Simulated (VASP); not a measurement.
# Si5F (F-43m) in VASP: further runs, part 2 of 2

VASP 6.6.1.

### Step 4. Relaxation of cell and atoms, PBE

Input file INCAR:

```
ALGO     = Normal         # electronic algorithm
EDIFF    = 1E-7           # SCF threshold, eV
EDIFFG   = -0.04          # ionic threshold
ENCUT    = 600            # plane-wave cutoff, eV
GGA      = PE             # functional
IBRION   = 2              # ionic algorithm
ISIF     = 3              # what is computed and relaxed
ISMEAR   = 0              # smearing method
LASPH    = T              # aspherical terms in the spheres
LCHARG   = F              # write CHGCAR
LREAL    = F              # projectors in reciprocal space
LWAVE    = F              # write WAVECAR
NELM     = 100            # most SCF steps
NSW      = 90             # ionic steps
PREC     = Accurate       # precision mode
SIGMA    = 0.1            # smearing width, eV
```

Input file KPOINTS:

```
k-points
0
Gamma
  4 4 4
```

Input file POSCAR:

```
Si5F
1.0
    0.0000000000      3.4906717000      3.4906717000
    3.4906717000      0.0000000000      3.4906717000
    3.4906717000      3.4906717000      0.0000000000
Si F
5 1
Direct
    0.1250000000      0.6250000000      0.6250000000
    0.6250000000      0.6250000000      0.6250000000
    0.6250000000      0.1250000000      0.6250000000
    0.6250000000      0.6250000000      0.1250000000
    0.2500000000      0.2500000000      0.2500000000
    0.0000000000      0.0000000000      0.0000000000
```

Potentials or basis: VASP PAW PBE potentials, release 64 (Si, F).

Started as:

```
$ cat potpaw_PBE.64/Si/POTCAR potpaw_PBE.64/F/POTCAR > POTCAR
$ mpirun -np 1 vasp_std > vasp.out
```

OUTCAR:

```text
EDIFF = 1E-7
   EDIFFG = -0.04
   ENCUT = 600
   GGA = PE
   IBRION = 2
   ISIF = 3
   ISMEAR = 0
   LASPH = T
   LREAL = F
   NELM = 100
   NSW = 90
   PREC = Accurate

 ion  position               nearest neighbor table
   1  0.125  0.625  0.625-   2 2.47   4 2.47   3 2.47   2 2.47   3 2.47   4 2.47   5 2.89   5 2.89
                             5 2.89
   2  0.625  0.625  0.625-   1 2.47   3 2.47   4 2.47   4 2.47   3 2.47   1 2.47   5 2.89   5 2.89
                             5 2.89
   3  0.625  0.125  0.625-   2 2.47   4 2.47   1 2.47   2 2.47   4 2.47   1 2.47   5 2.89   5 2.89
                             5 2.89
   4  0.625  0.625  0.125-   2 2.47   1 2.47   2 2.47   3 2.47   3 2.47   1 2.47   5 2.89   5 2.89
                             5 2.89
   5  0.250  0.250  0.250-   1 2.89   3 2.89   4 2.89   1 2.89   2 2.89   3 2.89   1 2.89   2 2.89
                             4 2.89   2 2.89   3 2.89   4 2.89
   6  0.000  0.000  0.000-

  LATTYP: Found a face centered cubic cell.
 ALAT       =     6.9813434000

  Lattice vectors:

 A1 = (   0.0000000000,   3.4906717000,   3.4906717000)
 A2 = (   3.4906717000,   0.0000000000,   3.4906717000)
 A3 = (   3.4906717000,   3.4906717000,   0.0000000000)

Analysis of symmetry for initial positions (statically):
=====================================================================
 Subroutine PRICEL returns:
 Original cell was already a primitive cell.

 Routine SETGRP: Setting up the symmetry group for a
[... 153 lines left out ...]

 Free energy of the ion-electron system (eV)
  ---------------------------------------------------
  ext. energy  EPLUGINS =         0.00000000
  ---------------------------------------------------
  free energy    TOTEN  =       -27.49447089 eV

  energy without entropy =      -27.48357029  energy(sigma->0) =      -27.48902059

------------------------ aborting loop because EDIFF is reached ----------------------------------------

  FORCE on cell =-STRESS in cart. coord.  units (eV):
  Direction    XX          YY          ZZ          XY          YZ          ZX
  --------------------------------------------------------------------------------------
  -------------------------------------------------------------------------------------
  Total        3.2566339      3.2566339      3.2566339      0.0000000      0.0000000      0.0000000
  in kB       61.3369968     61.3369968     61.3369968      0.0000000      0.0000000      0.0000000
  external PRESSURE =      61.3369968 kB  Pullay stress =       0.0000000 kB
[... 67 lines left out ...]
--------------------------------------- Ionic step        3  -------------------------------------------

 number of electron      26.9999995 magnetization

 Free energy of the ion-electron system (eV)
  ---------------------------------------------------
  ext. energy  EPLUGINS =         0.00000000
  ---------------------------------------------------
  free energy    TOTEN  =       -27.59769666 eV

  energy without entropy =      -27.58493544  energy(sigma->0) =      -27.59131605

 E-fermi :   7.7052     XC(G=0): -10.5946

 val. band max:        7.6653349442   @ k =   0.5000   0.0000   0.0000
 cond. band min:       7.7519889169   @ k =   0.5000   0.0000   0.0000
 fundamental gap:      0.0866539726
 Fermi energy:         7.7051666980

 k-point     1 :       0.0000    0.0000    0.0000
  band No.  band energies     occupation
      1     -13.9168      2.00000
      2      -5.6022      2.00000
      3       0.3198      2.00000
      4       2.2597      2.00000
      5       2.5933      2.00000
      6       2.5933      2.00000
[... 182 lines left out ...]
  FREE ENERGIE OF THE ION-ELECTRON SYSTEM (eV)
  ---------------------------------------------------
  free  energy   TOTEN  =       -27.5976966584 eV

  energy  without entropy=      -27.5849354381  energy(sigma->0) =      -27.59131605

 reached required accuracy - stopping structural energy minimisation
```

OSZICAR:

```text
N       E                     dE             d eps       ncg     rms          rms(c)
DAV:   1     0.932051910272E+02    0.93205E+02   -0.12089E+04   272   0.150E+03
DAV:   2    -0.217670214159E+02   -0.11497E+03   -0.11327E+03   355   0.215E+02
DAV:   3    -0.286916023095E+02   -0.69246E+01   -0.63478E+01   324   0.497E+01
[... 32 lines left out ...]
DAV:   5    -0.275976710491E+02    0.93007E-03   -0.53490E-03   307   0.585E-01    0.526E-02
DAV:   6    -0.275976962735E+02   -0.25224E-04   -0.32923E-04   298   0.129E-01    0.250E-02
DAV:   7    -0.275976945784E+02    0.16952E-05   -0.33548E-05   354   0.424E-02    0.902E-03
DAV:   8    -0.275976966844E+02   -0.21061E-05   -0.43966E-06   306   0.160E-02    0.296E-03
DAV:   9    -0.275976966584E+02    0.25997E-07   -0.10765E-07   147   0.248E-03
   3 F= -.27597697E+02 E0= -.27591316E+02  d E =-.103226E+00
```

CONTCAR:

```text
Si5F
   1.00000000000000
     0.0000000000000000    3.5624650348862841    3.5624650348862841
     3.5624650348862841   -0.0000000000000000    3.5624650348862841
     3.5624650348862841    3.5624650348862841    0.0000000000000000
  Si              F
     5     1
Direct
     0.1221831065589399    0.6259389644803534    0.6259389644803534
     0.6259389644803534    0.6259389644803534    0.6259389644803534
     0.6259389644803534    0.1221831065589399    0.6259389644803534
     0.6259389644803534    0.6259389644803534    0.1221831065589399
     0.2500000000000000    0.2500000000000000    0.2500000000000000
     0.0000000000000000    0.0000000000000000    0.0000000000000000

  0.00000000E+00  0.00000000E+00  0.00000000E+00
  0.00000000E+00  0.00000000E+00  0.00000000E+00
  0.00000000E+00  0.00000000E+00  0.00000000E+00
  0.00000000E+00  0.00000000E+00  0.00000000E+00
  0.00000000E+00  0.00000000E+00  0.00000000E+00
  0.00000000E+00  0.00000000E+00  0.00000000E+00
```

Wall time 42 s (1 thread of Intel Xeon Platinum 8488C (Sapphire Rapids), shared host); peak memory 0.23 GiB.

Results:

| Property | Result |
| --- | --- |
| Free energy | -27.5977 eV |
| Relaxed volume | 15.07 Å³/atom |
| Relaxed cell | a = 5.038 Å, b = 5.038 Å, c = 5.038 Å, α = 60.00°, β = 60.00°, γ = 60.00° |
| Space group after relaxing (to 0.05 Å) | F-43m (No. 216) |
| Energy gained by relaxing | 17.2 meV/atom |
| Ionic steps | 3 |
| Pressure after relaxing | 0.1 GPa |

Step by step:
| step | energy change (eV) | largest force (eV/Å) | pressure (GPa) | volume (Å³) |
| --- | --- | --- | --- | --- |
| 1 | 0.0000 | 0.2976 | 6.13 | 85.07 |
| 2 | -0.0964 | 0.0877 | -1.32 | 91.93 |
| 3 | -0.1032 | 0.0214 | 0.05 | 90.42 |

Final structure:
```yaml
crystal:
  lattice:
    - [0.00000, 3.56247, 3.56247]
    - [3.56247, 0.00000, 3.56247]
    - [3.56247, 3.56247, 0.00000]
  atoms:
    - { symbol: Si, position: [0.12218, 0.62594, 0.62594] }
    - { symbol: Si, position: [0.62594, 0.62594, 0.62594] }
    - { symbol: Si, position: [0.62594, 0.12218, 0.62594] }
    - { symbol: Si, position: [0.62594, 0.62594, 0.12218] }
    - { symbol: Si, position: [0.25000, 0.25000, 0.25000] }
    - { symbol: F, position: [0.00000, 0.00000, 0.00000] }
```

Caveat: the k points lie up to 0.38 Å⁻¹ apart in the final cell; an odd number of electrons without spin polarisation forces a metal; a magnetic or distorted state may lie lower.

### Step 5. Single point, PBE

This run uses another cell than the first one, of 15.08 Å³/atom, 1.063 times its volume.

Input file INCAR:

```
SYSTEM = Si5F
  PREC = Accurate
  ENCUT = 520
  EDIFF = 1E-6
  ISMEAR = 0
  SIGMA = 0.1
  LREAL = .False.
  LASPH = .True.
  NELM = 60
  ALGO = Normal
  ISIF = 2
  LWAVE = .False.
  LCHARG = .True.
  GGA = PE
  LELF = .True.
  LVHAR = .True.
  NBANDS = 22
```

Input file KPOINTS:

```
Automatic mesh
0
Gamma
  10 10 10
  0 0 0
```

Input file POSCAR:

```
Si5F
1.0
    0.0000000000      3.5629425955      3.5629425955
    3.5629425955      0.0000000000      3.5629425955
    3.5629425955      3.5629425955      0.0000000000
Si F
5 1
Direct
    0.3741983442      0.3741983442      0.8774049674
    0.3741983442      0.8774049674      0.3741983442
    0.8774049674      0.3741983442      0.3741983442
    0.3741983442      0.3741983442      0.3741983442
    0.7500000000      0.7500000000      0.7500000000
    0.0000000000      0.0000000000      0.0000000000
```

Started as:

```
$ cat potpaw_PBE.64/Si/POTCAR potpaw_PBE.64/F/POTCAR > POTCAR
$ mpirun -np 1 vasp_std > vasp.out
```

Wall time 85 s (1 thread of Intel Xeon Platinum 8488C (Sapphire Rapids), shared host); peak memory 0.26 GiB.

Results (log left out):

* Free energy: -27.5362 eV
* Pressure: 0.0 GPa
* Largest force: 0.013 eV/Å

Forces in eV/Å, atoms in the order of the input:
```
Si   0.007  0.007 -0.007
Si   0.007 -0.007  0.007
Si  -0.007  0.007  0.007
Si  -0.007 -0.007 -0.007
Si   0.000  0.000  0.000
F    0.000  0.000  0.000
```

Levels at points of the mesh, in eV from the Fermi level:
```tsv
k point	band 10	band 11	band 12	band 13	band 14	band 15	band 16	band 17
(0.00, 0.00, 0.00)	-4.68	-3.10	-3.10	-3.10	-1.40	-1.40	1.84	1.84
(0.50, 0.00, 0.00)	-2.91	-2.08	-2.08	0.21	0.32	0.32	2.09	2.09
(0.50, 0.50, 0.00)	-2.71	-0.64	0.35	0.35	0.81	1.62	1.79	1.79
```

Caveat: an odd number of electrons without spin polarisation forces a metal; a magnetic or distorted state may lie lower.

### Step 6. Relaxation of cell and atoms, PBE

This run uses another cell than the first one, of 15.04 Å³/atom, 1.061 times its volume.

Input file INCAR:

```
PREC     = Accurate       # precision mode
ENCUT    = 600            # plane-wave cutoff, eV
EDIFF    = 1E-7           # SCF threshold, eV
ISMEAR   = 0              # smearing method
SIGMA    = 0.1            # smearing width, eV
LREAL    = F              # projectors in reciprocal space
LASPH    = T              # aspherical terms in the spheres
NELM     = 80             # most SCF steps
ALGO     = Normal         # electronic algorithm
ISIF     = 3              # what is computed and relaxed
LWAVE    = F              # write WAVECAR
LCHARG   = F              # write CHGCAR
GGA      = PE             # functional
IBRION   = 2              # ionic algorithm
NSW      = 100            # ionic steps
EDIFFG   = -0.01          # ionic threshold
```

Input file KPOINTS:

```
regular mesh
0
Gamma
  10 10 10
```

Input file POSCAR:

```
Si5F
1.0
    0.0000000000      3.5602846841      3.5602846841
    3.5602846841      0.0000000000      3.5602846841
    3.5602846841      3.5602846841      0.0000000000
Si F
5 1
Direct
    0.3742584397      0.3742584397      0.8772246808
    0.3742584397      0.8772246808      0.3742584397
    0.8772246808      0.3742584397      0.3742584397
    0.3742584397      0.3742584397      0.3742584397
    0.7500000000      0.7500000000      0.7500000000
    0.0000000000      0.0000000000      0.0000000000
```

Potentials or basis: VASP PAW PBE potentials, release 64 (Si, F).

Started as:

```
$ cat potpaw_PBE.64/Si/POTCAR potpaw_PBE.64/F/POTCAR > POTCAR
$ mpirun -np 1 vasp_std > vasp.out
```

OUTCAR:

```text
PREC = Accurate
   ENCUT = 600
   EDIFF = 1E-7
   ISMEAR = 0
   LREAL = F
   LASPH = T
   NELM = 80
   ISIF = 3
   GGA = PE
   IBRION = 2
   NSW = 100
   EDIFFG = -0.01

 ion  position               nearest neighbor table
   1  0.374  0.374  0.877-   2 2.50   3 2.50   4 2.50   2 2.53   3 2.53   4 2.53   5 2.95   5 2.95
                             5 2.95
   2  0.374  0.877  0.374-   1 2.50   3 2.50   4 2.50   3 2.53   1 2.53   4 2.53   5 2.95   5 2.95
                             5 2.95
   3  0.877  0.374  0.374-   1 2.50   2 2.50   4 2.50   2 2.53   1 2.53   4 2.53   5 2.95   5 2.95
                             5 2.95
   4  0.374  0.374  0.374-   1 2.50   2 2.50   3 2.50   3 2.53   2 2.53   1 2.53   5 2.95   5 2.95
                             5 2.95
   5  0.750  0.750  0.750-   2 2.95   3 2.95   1 2.95   3 2.95   1 2.95   2 2.95   4 2.95   4 2.95
                             4 2.95   1 2.95   2 2.95   3 2.95
   6  0.000  0.000  0.000-

  LATTYP: Found a face centered cubic cell.
 ALAT       =     7.1205693682

  Lattice vectors:

 A1 = (   0.0000000000,   3.5602846841,   3.5602846841)
 A2 = (   3.5602846841,   0.0000000000,   3.5602846841)
 A3 = (   3.5602846841,   3.5602846841,   0.0000000000)

Analysis of symmetry for initial positions (statically):
=====================================================================
 Subroutine PRICEL returns:
 Original cell was already a primitive cell.

 Routine SETGRP: Setting up the symmetry group for a
 face centered cubic supercell.

 Subroutine GETGRP returns: Found 24 space group operations
 (whereof 24 operations were pure point group operations)
 out of a pool of 48 trial point group operations.

The static configuration has the point symmetry T_d .

Analysis of symmetry for dynamics (positions and initial velocities):
=====================================================================
 Subroutine PRICEL returns:
 Original cell was already a primitive cell.
[... 195 lines left out ...]
    total drift:                               -0.000000     -0.000000      0.000000

  FREE ENERGIE OF THE ION-ELECTRON SYSTEM (eV)
  ---------------------------------------------------
  free  energy   TOTEN  =       -27.5380395126 eV

  energy  without entropy=      -27.5257948463  energy(sigma->0) =      -27.53191718

--------------------------------------- Ionic step        2  -------------------------------------------

 number of electron      26.9999995 magnetization

 Free energy of the ion-electron system (eV)
  ---------------------------------------------------
  ext. energy  EPLUGINS =         0.00000000
  ---------------------------------------------------
  free energy    TOTEN  =       -27.53816406 eV

  energy without entropy =      -27.52588668  energy(sigma->0) =      -27.53202537

 E-fermi :   7.4495     XC(G=0): -10.5965

 val. band max:        7.4337999940   @ k =  -0.4000   0.5000   0.1000
 cond. band min:       7.4607013664   @ k =  -0.4000   0.4000   0.0000
 fundamental gap:      0.0269013723
 Fermi energy:         7.4495239413

 k-point     1 :       0.0000    0.0000    0.0000
  band No.  band energies     occupation
      1     -14.1005      2.00000
      2      -5.5890      2.00000
      3       0.3507      2.00000
      4       2.2759      2.00000
      5       2.5764      2.00000
      6       2.5764      2.00000
[... 457 lines left out ...]
      4      -0.5947      2.00000
      5       0.4747      2.00000
      6       0.8955      2.00000
[... 9 lines left out ...]
     16       9.2317      0.00000
     17       9.2624      0.00000

 [... further k-points ...]

------------------------ aborting loop because EDIFF is reached ----------------------------------------

  FORCE on cell =-STRESS in cart. coord.  units (eV):
  Direction    XX          YY          ZZ          XY          YZ          ZX
  --------------------------------------------------------------------------------------
  -------------------------------------------------------------------------------------
  Total       -0.0125887     -0.0125887     -0.0125887      0.0000000     -0.0000000      0.0000000
  in kB       -0.2230673     -0.2230673     -0.2230673      0.0000000     -0.0000000      0.0000000
  external PRESSURE =      -0.2230673 kB  Pullay stress =       0.0000000 kB

 VOLUME and BASIS-vectors are now :
 -----------------------------------------------------------------------------
  energy-cutoff  :      600.00
  volume of cell :       90.42
      direct lattice vectors                 reciprocal lattice vectors
    -0.000000000  3.562391147  3.562391147    -0.140355166  0.140355166  0.140355166
     3.562391147 -0.000000000  3.562391147     0.140355166 -0.140355166  0.140355166
     3.562391147  3.562391147 -0.000000000     0.140355166  0.140355166 -0.140355166

 POSITION                                       TOTAL-FORCE (eV/Angst)
 -----------------------------------------------------------------------------------
      4.45911      4.45911      2.66567        -0.002785     -0.002785      0.002785
      4.45911      2.66567      4.45911        -0.002785      0.002785     -0.002785
      2.66567      4.45911      4.45911         0.002785     -0.002785     -0.002785
      2.66567      2.66567      2.66567         0.002785      0.002785      0.002785
      5.34359      5.34359      5.34359         0.000000     -0.000000     -0.000000
      7.12478      3.56239      3.56239         0.000000     -0.000000     -0.000000
 -----------------------------------------------------------------------------------
    total drift:                               -0.000000     -0.000000      0.000000

  FREE ENERGIE OF THE ION-ELECTRON SYSTEM (eV)
  ---------------------------------------------------
  free  energy   TOTEN  =       -27.5381640594 eV

  energy  without entropy=      -27.5258866830  energy(sigma->0) =      -27.53202537

 reached required accuracy - stopping structural energy minimisation
```

Run time: 1.9 min. Hardware: 1 thread of Intel Xeon Platinum 8488C (Sapphire Rapids), shared host; peak memory 0.27 GiB.

What came out:

* Free energy: -27.5382 eV
* Relaxed volume: 15.07 Å³/atom
* Relaxed cell: a = 5.038 Å, b = 5.038 Å, c = 5.038 Å, α = 60.00°, β = 60.00°, γ = 60.00°
* Space group after relaxing (to 0.05 Å): F-43m (No. 216)
* Energy gained by relaxing: 0.0 meV/atom
* Ionic steps: 2
* Pressure after relaxing: 0.0 GPa
* Largest force after relaxing: 0.005 eV/Å

Forces in eV/Å, atoms in the order of the input:
```
Si  -0.003 -0.003  0.003
Si  -0.003  0.003 -0.003
Si   0.003 -0.003 -0.003
Si   0.003  0.003  0.003
Si   0.000  0.000  0.000
F    0.000  0.000  0.000
```

Step by step:
```
step  energy change (eV)  largest force (eV/Å)  pressure (GPa)  volume (Å³)
   1              0.0000                0.0301            0.13        90.26
   2             -0.0001                0.0048           -0.02        90.42
```

Final structure:
```
Si F
1.0
     0.00000    3.56239    3.56239
     3.56239    0.00000    3.56239
     3.56239    3.56239    0.00000
Si F
5 1
Direct
  0.37414 0.37414 0.87758
  0.37414 0.87758 0.37414
  0.87758 0.37414 0.37414
  0.37414 0.37414 0.37414
  0.75000 0.75000 0.75000
  0.00000 0.00000 0.00000
```

Levels at points of the mesh, in eV from the Fermi level:
| k point | band 11 | band 12 | band 13 | band 14 | band 15 | band 16 |
| --- | --- | --- | --- | --- | --- | --- |
| (0.00, 0.00, 0.00) | -3.10 | -3.10 | -3.10 | -1.40 | -1.40 | 1.83 |
| (0.50, 0.00, 0.00) | -2.08 | -2.08 | 0.21 | 0.32 | 0.32 | 2.09 |
| (0.50, 0.50, 0.00) | -0.64 | 0.35 | 0.35 | 0.81 | 1.63 | 1.79 |

Caveat: an odd number of electrons without spin polarisation forces a metal; a magnetic or distorted state may lie lower.

### Step 7. Overview

```csv
task,cell,k mesh,cutoff (eV),gap on the mesh (eV),pressure (GPa),relaxed volume (Å³/atom),largest force (eV/Å)
single point,"a = 4.937 Å, angles 60.0°, 6 atoms",4 × 4 × 4,520,none,6.1,-,-
single point,"a = 5.035 Å, angles 60.0°, 6 atoms",4 × 4 × 4,520,none,0.2,-,0.04
relaxation of cell and atoms,"relaxed from a = 4.937 Å, angles 60.0°, 6 atoms",4 × 4 × 4,600,none,0.1,15.07,-
single point,"a = 5.039 Å, angles 60.0°, 6 atoms",10 × 10 × 10,520,none,0.0,-,0.01
relaxation of cell and atoms,"relaxed from a = 5.035 Å, angles 60.0°, 6 atoms",10 × 10 × 10,600,none,0.0,15.07,-
```

Alike in all rows: level PBE; potentials or basis VASP PAW PBE potentials, release 64 (Si, F); no spin polarisation; smearing gaussian 0.1 eV.

Caveats: some runs use coarse meshes; an odd number of electrons without spin polarisation forces a metal; a magnetic or distorted state may lie lower.

Total energies depend on the potentials used, so only differences within one code and one set of settings carry meaning.
